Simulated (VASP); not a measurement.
The system is Cu.

```xyz
2
Lattice="0.0000 2.0763 2.0763 2.0763 0.0000 2.0763 2.0763 2.0763 0.0000" Properties=species:S:1:pos:R:3 pbc="T T T"
Cu   -0.5191   -0.5191   -0.5191
Cu    0.5191    0.5191    0.5191
```

This cell differs from its parent crystal: volume scaled by 0.5.

Base run:

- Program: VASP 6.6.1
- Functional: PBEsol
- Potentials or basis: VASP PAW PBE potentials, release 64 (Cu)
- Cutoff: 600 eV
- k mesh: 14 × 14 × 14
- Occupations: fermi-dirac, width 0.1 eV
- Spin: no spin polarisation

Its results: band gap on the k mesh zero (band 11 reaches 13.46 eV, above the bottom of band 12 at 12.20 eV); pressure 252.8 GPa.

The run is repeated on the same cell with these changes: functional from PBEsol to RPBE; occupations from fermi-dirac, width 0.1 eV to tetrahedron. What comes out?

Band gap on the k mesh zero (band 11 reaches 13.82 eV, above the bottom of band 12 at 12.56 eV); pressure 274.6 GPa.

Caveats: the PAW data sets were made with another functional, which shifts forces and pressure a little.
